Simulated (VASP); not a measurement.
Set up this calculation in VASP 6.6.1, as the native input.

| Item | Value |
| --- | --- |
| Task | relaxation of cell and atoms |
| Functional | PBE |
| Potentials or basis | VASP PAW PBE potentials, release 64 (Bi_d, F) |
| Cutoff | 600 eV |
| k mesh | 6 × 6 × 2 |
| Occupations | gaussian, width 0.1 eV |
| Spin | no spin polarisation |
| Dipole correction | no |
| Further INCAR settings | ALGO = Normal; EDIFF = 1e-07; IBRION = 2; EDIFFG = -0.04; NSW = 90; ISIF = 3 |

The structure of Bi3F lies in POSCAR:

```
Bi3F
1.0
    1.9040380500     -2.6019045500      0.0000000000
    1.9040380500      2.6019045500      0.0000000000
    0.0000000000      0.0000000000     10.5430880300
Bi F
3 1
Direct
    0.5000000000      0.5000000000      0.7427139900
    0.0000000000      0.0000000000      0.5000000000
    0.5000000000      0.5000000000      0.2572860100
    0.0000000000      0.0000000000      0.0000000000
```

These files were run (other wordings do the same):

INCAR

```
SYSTEM = Bi3F
  ALGO = Normal
  EDIFF = 1E-7
  EDIFFG = -0.04
  ENCUT = 600
  GGA = PE
  IBRION = 2
  ISIF = 3
  ISMEAR = 0
  LASPH = .TRUE.
  LCHARG = .FALSE.
  LREAL = .FALSE.
  LWAVE = .FALSE.
  NELM = 60
  NSW = 90
  PREC = Accurate
  SIGMA = 0.1
```

KPOINTS

```
k-points
0
G
  6 6 2
  0 0 0
```

Potentials or basis: VASP PAW PBE potentials, release 64 (Bi_d, F).

Launch:

```console
$ cat potpaw_PBE.64/Bi_d/POTCAR potpaw_PBE.64/F/POTCAR > POTCAR
$ mpirun -np 1 vasp_std > vasp.out
```

Results of the run:

| Item | Value |
| --- | --- |
| Relaxed volume | 26.20 Å³/atom |
| Relaxed cell | a = 3.496 Å, b = 3.496 Å, c = 9.974 Å, α = 90.00°, β = 90.00°, γ = 120.72° |
| Space group after relaxing (to 0.05 Å) | Cmmm (No. 65) |
| Energy gained by relaxing | 433.2 meV/atom |
| Ionic steps | 20 |
| Pressure after relaxing | -0.2 GPa |
| Largest force after relaxing | 0.005 eV/Å |
| Band gap on the k mesh | zero (band 26 reaches 10.73 eV, above the bottom of band 27 at 5.26 eV) |

Caveat: spin-orbit coupling is left out, which moves the levels of the heavy elements.

Run time: 14 min on 1 thread of Intel(R) Xeon(R) 6975P-C (Granite Rapids), on a shared host, peak memory 0.3 GiB.
